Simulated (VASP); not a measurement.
# Ti in VASP: a series of runs

The runs below take Ti through relaxation of the atoms, single point, with PBE.

Program: VASP 6.6.1. These are calculated values, not measurements. Logs are shortened: lines on timing, memory, paths and dates and some standing lists are left out, and cuts for length are marked.

### 1 The cell of the first run

The cell holds a slab with vacuum, 5 atoms: a = 2.938 Å, b = 2.938 Å, c = 23.301 Å, α = 90.00°, β = 90.00°, γ = 120.00°.

### 2 Relaxation of the atoms, PBE

INCAR reads:

```
ALGO = Normal
DIPOL = 0.5 0.5 0.500
EDIFF = 1E-7
EDIFFG = -0.03
ENCUT = 520
GGA = PE
IBRION = 2
IDIPOL = 3
ISIF = 2
ISMEAR = 0
LASPH = True
LCHARG = False
LDIPOL = True
LREAL = False
LWAVE = False
NELM = 100
NSW = 70
PREC = Accurate
SIGMA = 0.1
```

KPOINTS reads:

```
k-points
0
Gamma
  12 12 1
```

POSCAR reads:

```
Ti
1.0
    2.9381632086      0.0000000000      0.0000000000
   -1.4690816043      2.5445239791      0.0000000000
    0.0000000000      0.0000000000     23.3009308370
Ti
5
Selective dynamics
Direct
    0.6666666667      0.3333333333      0.3004171829  F F F
    0.3333333333      0.6666666667      0.4002085914  F F F
    0.6666666667      0.3333333333      0.5000000000  T T T
    0.3333333333      0.6666666667      0.5997914086  T T T
    0.6666666667      0.3333333333      0.6995828171  T T T
```

Potentials or basis: VASP PAW PBE potentials, release 64 (Ti_sv).

Started as:

```console
> cat potpaw_PBE.64/Ti_sv/POTCAR > POTCAR
> mpirun -np 1 vasp_std > vasp.out
```

OUTCAR:

```text
EDIFF = 1E-7
   EDIFFG = -0.03
   ENCUT = 520
   GGA = PE
   IBRION = 2
   ISIF = 2
   ISMEAR = 0
   LASPH = True
   LREAL = False
   NELM = 100
   NSW = 70
   PREC = Accurate

 ion  position               nearest neighbor table
   1  0.667  0.333  0.300-   2 2.88   2 2.88   2 2.88
   2  0.333  0.667  0.400-   1 2.88   1 2.88   1 2.88   3 2.88   3 2.88   3 2.88
   3  0.667  0.333  0.500-   2 2.88   4 2.88   2 2.88   4 2.88   2 2.88   4 2.88
   4  0.333  0.667  0.600-   5 2.88   5 2.88   5 2.88   3 2.88   3 2.88   3 2.88
   5  0.667  0.333  0.700-   4 2.88   4 2.88   4 2.88

  LATTYP: Found a hexagonal cell.
 ALAT       =     2.9381632086
 C/A-ratio  =     7.9304412937

  Lattice vectors:

 A1 = (   2.9381632086,   0.0000000000,   0.0000000000)
 A2 = (  -1.4690816043,   2.5445239791,   0.0000000000)
 A3 = (   0.0000000000,   0.0000000000,  23.3009308370)

Analysis of symmetry for initial positions (statically):
=====================================================================
 Subroutine PRICEL returns:
 Original cell was already a primitive cell.

 Routine SETGRP: Setting up the symmetry group for a
 hexagonal supercell.

 Subroutine GETGRP returns: Found 12 space group operations
 (whereof 12 operations were pure point group operations)
 out of a pool of 24 trial point group operations.

The static configuration has the point symmetry D_3h.

Analysis of symmetry for dynamics (positions and initial velocities):
=====================================================================
 Subroutine PRICEL returns:
 Original cell was already a primitive cell.

 Routine SETGRP: Setting up the symmetry group for a
 hexagonal supercell.

 Subroutine GETGRP returns: Found 12 space group operations
 (whereof 12 operations were pure point group operations)
 out of a pool of 24 trial point group operations.

The dynamic configuration has the point symmetry D_3h.

Analysis of constrained symmetry for selective dynamics:
=====================================================================
 Subroutine PRICEL returns:
 Original cell was already a primitive cell.

 Routine SETGRP: Setting up the symmetry group for a
 hexagonal supercell.

 Subroutine GETGRP returns: Found  6 space group operations
 (whereof  6 operations were pure point group operations)
 out of a pool of 24 trial point group operations.

The constrained configuration has the point symmetry C_3v.

 Subroutine INISYM returns: Found  6 space group operations
 (whereof  6 operations are pure point group operations),
 and found     1 'primitive' translations

----------------------------------------------------------------------------------------

                                     Primitive cell

  volume of cell :     174.2030

  direct lattice vectors                    reciprocal lattice vectors
     2.938163209  0.000000000  0.000000000     0.340348690  0.196500408  0.000000000
    -1.469081604  2.544523979  0.000000000     0.000000000  0.393000816  0.000000000
     0.000000000  0.000000000 23.300930837     0.000000000  0.000000000  0.042916740

  length of vectors
     2.938163209  2.938163209 23.300930837     0.393000816  0.393000816  0.042916740

  position of ions in fractional coordinates (direct lattice)
     0.666666667  0.333333333  0.300417183
     0.333333333  0.666666667  0.400208591
     0.666666667  0.333333333  0.500000000
     0.333333333  0.666666667  0.599791409
     0.666666667  0.333333333  0.699582817

  ion indices of the primitive-cell ions
   primitive index   ion index
                 1           1
                 2           2
                 3           3
                 4           4
                 5           5

----------------------------------------------------------------------------------------

 KPOINTS: k-points

Automatic generation of k-mesh.
 Grid dimensions read from file:
 generate k-points for:   12   12    1

 Generating k-lattice:

  Cartesian coordinates                     Fractional coordinates (reciprocal lattice)
     0.028362391  0.016375034  0.000000000     0.083333333  0.000000000  0.000000000
     0.000000000  0.032750068  0.000000000     0.000000000  0.083333333  0.000000000
     0.000000000  0.000000000  0.042916740     0.000000000  0.000000000  1.000000000

  Length of vectors
     0.032750068  0.032750068  0.042916740

  Shift w.r.t. Gamma in fractional coordinates (k-lattice)
     0.000000000  0.000000000  0.000000000

 Subroutine IBZKPT returns following result:
 ===========================================

 Found     19 irreducible k-points:

 Following reciprocal coordinates:
            Coordinates               Weight
  0.000000  0.000000  0.000000      1.000000
  0.083333  0.000000  0.000000      6.000000
  0.166667  0.000000  0.000000      6.000000
  0.250000  0.000000  0.000000      6.000000
  0.333333  0.000000  0.000000      6.000000
  0.416667  0.000000  0.000000      6.000000
[... 11 lines left out ...]
  0.333333  0.250000  0.000000     12.000000
  0.333333  0.333333  0.000000      2.000000
   k-points           NKPTS =     19   k-points in BZ     NKDIM =     19   number of bands    NBANDS=     36
   number of dos      NEDOS =    301   number of ions     NIONS =      5
   total plane-waves  NPLWV = 103680
   dimension x,y,z NGX =    24 NGY =   24 NGZ =  180
   dimension x,y,z NGXF=    48 NGYF=   48 NGZF=  360
   ions per type =               5
   NGX,Y,Z   is equivalent  to a cutoff of  13.58, 13.58, 12.84 a.u.
   NGXF,Y,Z  is equivalent  to a cutoff of  27.16, 27.16, 25.69 a.u.
 SYSTEM =  unknown system
   PREC   = accura    normal or accurate (medium, high low for compatibility)
   ISTART =      0    job   : 0-new  1-cont  2-samecut
   ICHARG =      2    charge: 1-file 2-atom 10-const
   ISPIN  =      1    spin polarized calculation?
   LNONCOLLINEAR =      F non collinear calculations
   LSORBIT =      F    spin-orbit coupling
   LASPH  =      T    aspherical Exc in radial PAW
   ENCUT  =  520.0 eV  38.22 Ry    6.18 a.u.   5.46  5.46 43.32*2*pi/ulx,y,z
   NELM   =    100;   NELMIN=  2; NELMDL= -5     # of ELM steps
   EDIFF  = 0.1E-06   stopping-criterion for ELM
   LREAL  =      F    real-space projection
   EDIFFG = -.3E-01   stopping-criterion for IOM
   NSW    =     70    number of steps for IOM
   IBRION =      2    ionic relax: 0-MD 1-quasi-New 2-CG
   NFREE  =      1    steps in history (QN), initial steepest desc. (CG)
   ISIF   =      2    stress and relaxation
   ISYM   =      2    0-nonsym 1-usesym 2-fastsym
   POTIM  = 0.5000    time-step for ionic-motion
   TEBEG  =    0.0;   TEEND  =   0.0 temperature during run
   PSTRESS=    0.0 pullay stress
   NELECT =      60.0000    total number of electrons
   NUPDOWN=      -1.0000    fix difference up-down
   EMIN   =  10.00;   EMAX   =-10.00  energy-range for DOS
   EFERMI =   0.00;   METHOD = LEGACY
   ISMEAR =     0;   SIGMA  =   0.10  broadening in eV -4-tet -1-fermi 0-gaus
   EFERMI_NEDOS =   21; number of points for ismear=-14 and -15
   IALGO  =     38    algorithm
   IMIX   =      4    mixing-type and parameters
     AMIX     =   0.40;   BMIX     =  1.00
     AMIX_MAG =   1.60;   BMIX_MAG =  1.00
  volume/ion in A,a.u.               =      34.84       235.12
  Fermi-wavevector in a.u.,A,eV,Ry     =   1.147555  2.168564 17.917260  1.316881
  Thomas-Fermi vector in A             =   2.284234
   LORBIT       =      0    0 simple, 1 ext, 2 COOP (PROOUT), +10 PAW based schemes
   GGA     = PE    functional components
   LHFCALC =     F    Hartree Fock is set to
   AEXX    =    0.0000 exact exchange contribution
   IVDW    =     0    specifies the selected vdW correction
   LEPSILON=     F    determine dielectric tensor
   LRPA    =     F    only Hartree local field effects (RPA)
 conjugate gradient relaxation of ions
 non-spin polarized calculation
 Gauss-broadening in eV      SIGMA  =   0.10
  energy-cutoff  :      520.00
  volume of cell :      174.20
 maximum number of plane-waves:      4783
 NGX is ok and might be reduce to    24
   NGX = 11   NGY = 11   NGZ = 87

--------------------------------------- Ionic step        1  -------------------------------------------

 number of electron      60.0000000 magnetization

 Free energy of the ion-electron system (eV)
  ---------------------------------------------------
  ext. energy  EPLUGINS =         0.00000000
  ---------------------------------------------------
  free energy    TOTEN  =       -37.25855203 eV

  energy without entropy =      -37.20413570  energy(sigma->0) =      -37.23134387

------------------------ aborting loop because EDIFF is reached ----------------------------------------

  FORCE on cell =-STRESS in cart. coord.  units (eV):
  Direction    XX          YY          ZZ          XY          YZ          ZX
  --------------------------------------------------------------------------------------
  -------------------------------------------------------------------------------------
  Total       -1.7270673     -1.7270673     -2.2537017      0.0000000      0.0000000      0.0000000
  in kB      -15.8841544    -15.8841544    -20.7277083      0.0000000      0.0000000      0.0000000
  external PRESSURE =     -17.4986723 kB  Pullay stress =       0.0000000 kB
[... 176 lines left out ...]
  FREE ENERGIE OF THE ION-ELECTRON SYSTEM (eV)
  ---------------------------------------------------
  free  energy   TOTEN  =       -37.3176295409 eV

  energy  without entropy=      -37.2705871289  energy(sigma->0) =      -37.29410833

 dipolmoment           0.000000      0.000000      0.012499 electrons x Angstroem

--------------------------------------- Ionic step        6  -------------------------------------------

 number of electron      59.9999992 magnetization

 dipolmoment           0.000000      0.000000     -0.003574 electrons x Angstroem

 Free energy of the ion-electron system (eV)
  ---------------------------------------------------
  ext. energy  EPLUGINS =         0.00000000
  ---------------------------------------------------
  free energy    TOTEN  =       -37.31815531 eV

  energy without entropy =      -37.27143262  energy(sigma->0) =      -37.29479396

 E-fermi :   2.0606     XC(G=0):  -6.5962

 val. band max:        2.0470655518   @ k =   0.1667   0.0833   0.0000
 cond. band min:       2.0622154691   @ k =   0.3333   0.2500   0.0000
 fundamental gap:      0.0151499173
 Fermi energy:         2.0606363537

 k-point     1 :       0.0000    0.0000    0.0000
  band No.  band energies     occupation
      1     -54.8994      2.00000
      2     -54.8401      2.00000
      3     -54.7440      2.00000
      4     -54.6833      2.00000
      5     -54.6252      2.00000
      6     -31.3632      2.00000
[... 730 lines left out ...]
     35       2.3291      0.00015
     36       2.3874      0.00000

------------------------ aborting loop because EDIFF is reached ----------------------------------------

 vacuum level on the upper side and lower side of the slab       (xc-potential included)        -0.053        -0.042

  FORCE on cell =-STRESS in cart. coord.  units (eV):
  Direction    XX          YY          ZZ          XY          YZ          ZX
  --------------------------------------------------------------------------------------
  -------------------------------------------------------------------------------------
  Total       -1.3204739     -1.3204739     -1.4597379      0.0000000     -0.0000000     -0.0000000
  in kB      -12.1446409    -12.1446409    -13.4254775      0.0000000     -0.0000000     -0.0000000
  external PRESSURE =     -12.5715865 kB  Pullay stress =       0.0000000 kB

 VOLUME and BASIS-vectors are now :
 -----------------------------------------------------------------------------
  energy-cutoff  :      520.00
  volume of cell :      174.20
      direct lattice vectors                 reciprocal lattice vectors
     2.938163209  0.000000000  0.000000000     0.340348690  0.196500408  0.000000000
    -1.469081604  2.544523979  0.000000000     0.000000000  0.393000816  0.000000000
     0.000000000  0.000000000 23.300930837     0.000000000  0.000000000  0.042916740
[... 11 lines left out ...]
  FREE ENERGIE OF THE ION-ELECTRON SYSTEM (eV)
  ---------------------------------------------------
  free  energy   TOTEN  =       -37.3181553069 eV

  energy  without entropy=      -37.2714326208  energy(sigma->0) =      -37.29479396

 reached required accuracy - stopping structural energy minimisation

 vacuum level on the upper side and lower side of the slab         6.477         6.482
```

Wall time 27 min (1 thread of Intel Xeon 8259CL, shared host); peak memory 0.36 GiB.

Results:

| Item | Value |
| --- | --- |
| Free energy | -37.3182 eV |
| Energy gained by relaxing | 11.9 meV/atom |
| Ionic steps | 6 |
| Band gap on the k mesh | zero (bands 30 and 31 overlap by 0.98 eV) |

The path:
```
step  energy change (eV)  largest force on free atoms (eV/Å)  pressure (GPa)
   1              0.0000                              0.6634           -1.75
   2             -0.0323                              0.4713           -1.63
   3             -0.0584                              0.1001           -1.27
   4             -0.0584                              0.0968           -1.29
   5             -0.0591                              0.0644           -1.28
   6             -0.0596                              0.0056           -1.26
```

Final structure:
```yaml
crystal:
  lattice:
    - [2.93816, 0.00000, 0.00000]
    - [-1.46908, 2.54452, 0.00000]
    - [0.00000, 0.00000, 23.30093]
  atoms:
    - { symbol: Ti, position: [0.66667, 0.33333, 0.30042] }
    - { symbol: Ti, position: [0.33333, 0.66667, 0.40021] }
    - { symbol: Ti, position: [0.66667, 0.33333, 0.50084] }
    - { symbol: Ti, position: [0.33333, 0.66667, 0.60344] }
    - { symbol: Ti, position: [0.66667, 0.33333, 0.69591] }
```

### 3 Single point, PBE

INCAR reads:

```
SYSTEM = Ti
PREC = Accurate
ENCUT = 520
EDIFF = 1E-6
ISMEAR = 0
SIGMA = 0.1
LREAL = .FALSE.
LASPH = .TRUE.
NELM = 100
ALGO = Normal
ISIF = 2
LWAVE = .FALSE.
LCHARG = .FALSE.
LDIPOL = .TRUE.
IDIPOL = 3
DIPOL = 0.5 0.5 0.500
GGA = PE
NBANDS = 38
```

KPOINTS reads:

```
Automatic mesh
0
G
  12 12 1
  0 0 0
```

POSCAR reads:

```
Ti
1.0
    2.9381632084      0.0000000000      0.0000000000
   -1.4690816042      2.5445239789      0.0000000000
    0.0000000000      0.0000000000     23.3009308371
Ti
5
Direct
    0.6666666667      0.3333333333      0.3004171829
    0.3333333333      0.6666666667      0.4002085914
    0.6666666667      0.3333333333      0.5006527007
    0.3333333333      0.6666666667      0.6034140559
    0.6666666667      0.3333333333      0.6957535812
```

Potentials or basis: VASP PAW PBE potentials, release 64 (Ti_sv).

Started as:

```console
> cat potpaw_PBE.64/Ti_sv/POTCAR > POTCAR
> mpirun -np 1 vasp_std > vasp.out
```

It took 4.7 min on 1 thread of AMD EPYC 7R13 (Zen 3), shared host; peak memory 0.32 GiB.

Results (log left out):

- Free energy: -37.3181 eV
- Largest force: 0.583 eV/Å
- Band gap on the k mesh: zero (bands 30 and 31 overlap by 0.98 eV)

Forces in eV/Å, atoms in the order of the input:
```
Ti   0.000  0.000  0.583
Ti   0.000  0.000 -0.580
Ti   0.000  0.000  0.014
Ti   0.000  0.000 -0.025
Ti   0.000  0.000  0.008
```

Levels at points of the mesh, in eV from the Fermi level:
| k point | band 28 | band 29 | band 30 | band 31 | band 32 | band 33 |
| --- | --- | --- | --- | --- | --- | --- |
| (0.00, 0.00, 0.00) | 0.29 | 0.44 | 0.63 | 0.63 | 0.68 | 0.68 |
| (0.50, 0.00, 0.00) | -0.93 | -0.77 | 0.19 | 0.41 | 0.63 | 1.00 |
